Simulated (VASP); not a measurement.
Set up this calculation in VASP 6.6.1, as the native input.

```yaml
Task: electric field gradients
Functional: r2SCAN
Potentials_or_basis: VASP PAW PBE potentials, release 64 (Sn_d, S)
Cutoff: 440 eV
k_mesh: 3 × 8 × 7
Occupations: fermi-dirac, width 0.01 eV
Spin: no spin polarisation
Dipole_correction: no
Further_INCAR_settings: ALGO = Normal; EDIFF = 1e-08; NBANDS = 50
```

SnS:

```xyz
8
Lattice="11.3920 0.0000 0.0000 0.0000 3.9569 0.0000 0.0000 0.0000 4.5328" Properties=species:S:1:pos:R:3 pbc="T T T"
Sn    7.0817    0.9892    1.6751
Sn    4.3104    2.9676    2.8578
Sn   10.0064    2.9676    3.9415
Sn    1.3856    0.9892    0.5914
S     3.9587    0.9892    0.0480
S     7.4333    2.9676    4.4848
S     1.7373    2.9676    2.3144
S     9.6547    0.9892    2.2184
```

These files were run (other wordings do the same):

POSCAR

```
SnS
1.0
   11.3920185100      0.0000000000      0.0000000000
    0.0000000000      3.9568552100      0.0000000000
    0.0000000000      0.0000000000      4.5328106900
Sn S
4 4
Direct
    0.6216327500      0.2500000000      0.3695398400
    0.3783672500      0.7500000000      0.6304601600
    0.8783672500      0.7500000000      0.8695398400
    0.1216327500      0.2500000000      0.1304601600
    0.3474974600      0.2500000000      0.0105968000
    0.6525025400      0.7500000000      0.9894032000
    0.1525025400      0.7500000000      0.5105968000
    0.8474974600      0.2500000000      0.4894032000
```

INCAR.step1

```
PREC     = Accurate       # precision mode
ENCUT    = 440            # plane-wave cutoff, eV
ISMEAR   = -1             # smearing method
SIGMA    = 0.01           # smearing width, eV
LREAL    = False          # projectors in reciprocal space
LASPH    = True           # aspherical terms in the spheres
NELM     = 120            # most SCF steps
NBANDS   = 50             # bands
GGA      = PE             # functional
ALGO     = Normal         # electronic algorithm
EDIFF    = 1E-5           # SCF threshold, eV
LWAVE    = True           # write WAVECAR
LCHARG   = False          # write CHGCAR
GGA_COMPAT= False
```

INCAR.step2

```
PREC     = Accurate       # precision mode
ENCUT    = 440            # plane-wave cutoff, eV
EDIFF    = 1E-8           # SCF threshold, eV
ISMEAR   = -1             # smearing method
SIGMA    = 0.01           # smearing width, eV
LREAL    = False          # projectors in reciprocal space
LASPH    = True           # aspherical terms in the spheres
NELM     = 120            # most SCF steps
ALGO     = Normal         # electronic algorithm
ISIF     = 2              # what is computed and relaxed
LWAVE    = False          # write WAVECAR
LCHARG   = False          # write CHGCAR
METAGGA  = R2SCAN         # meta-GGA
LMIXTAU  = True         
LEFG     = True         
NBANDS   = 50             # bands
ISTART   = 1            
GGA_COMPAT= False
```

KPOINTS

```
regular mesh
0
Gamma
  3 8 7
```

Potentials or basis: VASP PAW PBE potentials, release 64 (Sn_d, S).

Launch:

```bash
$ cat potpaw_PBE.64/Sn_d/POTCAR potpaw_PBE.64/S/POTCAR > POTCAR
$ cp INCAR.step1 INCAR
$ mpirun -np 1 vasp_std > vasp.out
$ cp INCAR.step2 INCAR
$ mpirun -np 1 vasp_std > vasp.out
```

Results of the run:

* Pressure: 0.0 GPa
* Largest force: 0.022 eV/Å
* Band gap on the k mesh: 1.22 eV (least direct gap 1.69 eV)
* Largest electric field gradient by atom: Sn -133.1; S -43.2 V/Å²

Caveat: without QUAD_EFG the Cq values of the log hold for a quadrupole moment of 1 mb, not for the nuclei; the PAW data sets were made with another functional, which shifts forces and pressure a little; spin-orbit coupling is left out, which moves the levels of the heavy elements; an odd mesh through Γ misses points on the zone boundary, where band edges can lie.

It took 11 min on 1 thread of Intel(R) Xeon(R) Platinum 8488C (Sapphire Rapids), on a shared host, peak memory 0.43 GiB.
